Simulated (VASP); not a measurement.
**BaTiO3: single point with PBE**

The system is BaTiO3.

```
Ba Ti O
1.0
     4.00730    0.00000    0.00000
     0.00000    4.00730    0.00000
     0.00000    0.00000    3.88708
Ba Ti O
1 1 3
Direct
  0.50000 0.50000 0.50000
  0.00000 0.00000 0.00000
  0.50000 0.00000 0.00000
  0.00000 0.50000 0.00000
  0.00000 0.00000 0.50000
```

This cell differs from its parent crystal: zz strain of -3 %.

- Program: VASP 6.6.1
- Task: single point
- Functional: PBE
- Potentials or basis: VASP PAW PBE potentials, release 64 (Ba_sv, Ti_sv, O)
- Cutoff: 520 eV
- k mesh: 8 × 8 × 8
- Occupations: fermi-dirac, width 0.05 eV
- Spin: no spin polarisation
- Dipole correction: no
- Further INCAR settings: ALGO = Normal; EDIFF = 1e-06; NBANDS = 28

| Item | Value |
| --- | --- |
| Pressure | 9.2 GPa |
| Band gap on the k mesh | 1.73 eV (least direct gap 1.85 eV) |

Stress tensor (GPa, compression positive):
```
 6.88  0.00  0.00
 0.00  6.88  0.00
 0.00  0.00 13.94
```

Levels at points of the mesh, in eV from the valence-band top:
```csv
k point,band 18,band 19,band 20,band 21,band 22,band 23
"(0.00, 0.00, 0.00)",-0.16,-0.16,-0.12,1.73,1.79,1.79
"(0.50, 0.00, 0.00)",-1.77,-0.74,-0.71,1.95,3.50,3.51
"(0.50, 0.50, 0.00)",-1.06,-1.06,-0.19,3.52,3.52,3.92
"(0.00, 0.00, 0.50)",-1.95,-0.77,-0.77,1.93,3.78,3.78
"(0.50, 0.00, 0.50)",-0.80,-0.79,-0.11,3.51,3.79,4.10
"(0.50, 0.50, 0.50)",-0.07,0.00,0.00,4.20,4.36,4.36
```

It took 65 s on 1 thread of Intel(R) Xeon(R) 6975P-C (Granite Rapids) (shared host), peak memory 0.26 GiB.

Caveat: the cell differs from its parent crystal (zz strain of -3 %); the stress differs along the axes, from 7 to 14 GPa; spin-orbit coupling is left out, which moves the levels of the heavy elements. A k mesh can miss the band edges.
